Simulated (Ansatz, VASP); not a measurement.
# Cu: VASP beside Ansatz

```
CELL_PARAMETERS angstrom
-1.39768 1.39768 1.46636
1.39768 -1.39768 1.46636
1.39768 1.39768 -1.46636
ATOMIC_POSITIONS crystal
Cu 0.00000 0.00000 0.00000
```

Alike in both runs: task single point; functional LDA; k mesh 26 × 26 × 26; occupations gaussian, width 0.15 eV; no spin polarisation.

|  | VASP | Ansatz |
| --- | --- | --- |
| version | VASP 6.6.1 | Ansatz 0.2.0 |
| potentials or method | VASP PAW LDA potentials, release 64 (Cu), cutoff 520 eV | scalar-relativistic, plane waves, PAW |
| valence electrons in the cell | 11 | 19 |

```csv
,VASP,Ansatz,Ansatz less VASP
gap on the k mesh at the Fermi level (eV),none,none,-
pressure (GPa),-6.9,-7.8,-0.96
"traceless stress, the component that is largest in VASP (GPa)",0.57,0.57,-0.001
```

LDA's correlation is that of Perdew and Zunger in VASP and of Perdew and Wang (1992) in Ansatz. A gap of «none» marks a metal or a gap that the smearing closes. VASP's potentials hold 11 valence electrons a cell and Ansatz's 19, so a difference there can come from the potentials and not from the codes.
